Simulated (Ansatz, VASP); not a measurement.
**Two plane-wave programs on K**

INCAR

```
PREC = Accurate
ENCUT = 520
EDIFF = 1E-7
ISMEAR = -1
SIGMA = 0.1
LREAL = F
LASPH = T
NELM = 60
ALGO = Normal
ISIF = 2
LWAVE = F
LCHARG = F
GGA = CA
NBANDS = 10
```

Contents of KPOINTS:

```
Automatic mesh
0
Gamma
  2 2 2
```

POSCAR

```
K
1.0
   -2.5241928768      2.5241928768      2.5241928768
    2.5241928768     -2.5241928768      2.5241928768
    2.5241928768      2.5241928768     -2.5241928768
K
1
Direct
    0.0000000000      0.0000000000      0.0000000000
```

Input for Ansatz:

```yaml
crystal:
  lattice:
    - [-2.5241928768, 2.5241928768, 2.5241928768]
    - [2.5241928768, -2.5241928768, 2.5241928768]
    - [2.5241928768, 2.5241928768, -2.5241928768]
  atoms:
    - { symbol: K, position: [0.0, 0.0, 0.0] }
hamiltonian:
  xc: lda
  pseudopotentials:
    kind: paw
    azcp:
      K: "pseudopotentials/K.paw.azcp"
basis:
  ecutwfc: 420
  fft_grid_basis: typed
kpoints:
  mp_grid: { grid: [2, 2, 2], shift: [0, 0, 0] }
magnetization:
  spin_polarized: false
scf:
  occupations: { method: fermi_dirac, width: 0.1 }
  lower_state_search: "off"
output:
  stress: true
```

Alike in both runs: task single point; functional LDA; k mesh 2 × 2 × 2; occupations fermi-dirac, width 0.1 eV; no spin polarisation.

|  | VASP | Ansatz |
| --- | --- | --- |
| version | VASP 6.6.1 | Ansatz 0.2.0 |
| potentials or method | VASP PAW LDA potentials, release 64 (K_sv), cutoff 520 eV | plane waves (420 eV) with PAW, scalar-relativistic |
| valence electrons in the cell | 9 | 9 |

```csv
,VASP,Ansatz,Ansatz less VASP
pressure (GPa),-0.1,-0.1,0.00
```

Ansatz warns that its potentials were made for another functional, while VASP's fit it. LDA's correlation is that of Perdew and Zunger in VASP and of Perdew and Wang (1992) in Ansatz.

The k mesh is coarse, so the values compare programs but aren't converged.
